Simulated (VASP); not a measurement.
A run of VASP 6.6.1 is set up as follows.

Contents of INCAR:

```
SYSTEM = AlH5
  PREC = Accurate
  ENCUT = 520
  EDIFF = 1E-6
  ISMEAR = 0
  SIGMA = 0.01
  LREAL = .FALSE.
  LASPH = .TRUE.
  NELM = 60
  ALGO = Normal
  ISIF = 2
  LWAVE = .FALSE.
  LCHARG = .TRUE.
  GGA = PE
  LELF = .TRUE.
  LVHAR = .TRUE.
  NBANDS = 20
```

File KPOINTS:

```
Automatic mesh
0
G
  10 10 6
  0 0 0
```

POSCAR

```
AlH5
1.0
    3.5132708327      0.0017519709     -0.0003253762
    0.0124167333      3.5226312043     -0.0027748684
    0.0001723130      0.0076598396      7.0180434633
Al H
2 10
Direct
    0.5089205670      0.5060908631      0.7500481202
    0.4910794330      0.4939091369      0.2499518798
    0.0052868279      0.4990112412      0.7499223503
    0.9947131721      0.5009887588      0.2500776497
    0.4976494000      0.0036927614      0.7500631725
    0.5023506000      0.9963072386      0.2499368275
    0.0674256749      0.0386934551      0.9636134208
    0.0648543284      0.0456636486      0.5354933155
    0.5000000000      0.5000000000      0.0000000000
    0.5000000000      0.5000000000      0.5000000000
    0.9325743251      0.9613065449      0.0363865792
    0.9351456716      0.9543363514      0.4645066845
```

Potentials or basis: VASP PAW PBE potentials, release 64 (Al, H).

Run with:

```bash
$ cat potpaw_PBE.64/Al/POTCAR potpaw_PBE.64/H/POTCAR > POTCAR
$ mpirun -np 1 vasp_std > vasp.out
```

Q: Predict the largest force.

A: 0.010 eV/Å.

Q: Predict the band gap on the k mesh.

A: 0.24 eV (least direct gap 3.19 eV).

Q: Predict the pressure.

A: -0.3 GPa.

Forces on the atoms (eV/Å):
```
Al   0.001  0.001  0.000
Al  -0.001 -0.001  0.000
H   -0.001 -0.001  0.000
H    0.001  0.001  0.000
H   -0.001 -0.001  0.000
H    0.001  0.001  0.000
H   -0.006 -0.003  0.007
H   -0.006 -0.004 -0.007
H    0.000  0.000  0.000
H    0.000  0.000  0.000
H    0.006  0.003 -0.007
H    0.006  0.004  0.007
```

A k mesh can miss the band edges.
